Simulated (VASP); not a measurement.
A run of VASP 6.6.1 is set up as follows.

INCAR

```
  ALGO = Fast
  EDIFF = 1E-6
  ENCUT = 520
  GGA = PS
  ISIF = 2
  ISMEAR = 0
  LASPH = True
  LCHARG = False
  LREAL = False
  LWAVE = False
  NBANDS = 14
  NELM = 100
  PREC = Accurate
  SIGMA = 0.15
```

File KPOINTS:

```
k-points
0
Gamma
  18 18 18
```

Contents of POSCAR:

```
AlNi
1.0
    3.3258715547      0.0000000000      0.0000000000
    0.0000000000      3.3258715547      0.0000000000
    0.0000000000      0.0000000000      2.1618165105
Al Ni
1 1
Direct
    0.0000000000      0.0000000000      0.0000000000
    0.5000000000      0.5000000000      0.5000000000
```

Potentials or basis: VASP PAW PBE potentials, release 64 (Al, Ni).

The run is started by

```bash
$ cat potpaw_PBE.64/Al/POTCAR potpaw_PBE.64/Ni/POTCAR > POTCAR
$ mpirun -np 1 vasp_std > vasp.out
```

Task: Estimate the pressure.

Result: 23.2 GPa.

Task: Predict the band gap on the k mesh.

Result: Zero (an odd number of electrons rules out a gap without spin polarisation).

Stress tensor (GPa, compression positive):
```
-17.55   0.00   0.00
  0.00 -17.55   0.00
  0.00   0.00 104.77
```

Caveat: the cell stands under pressure; the PAW data sets were made with another functional, which shifts forces and pressure a little. Spin polarisation is off, so any magnetic state and its effect on volume and gap are missing.
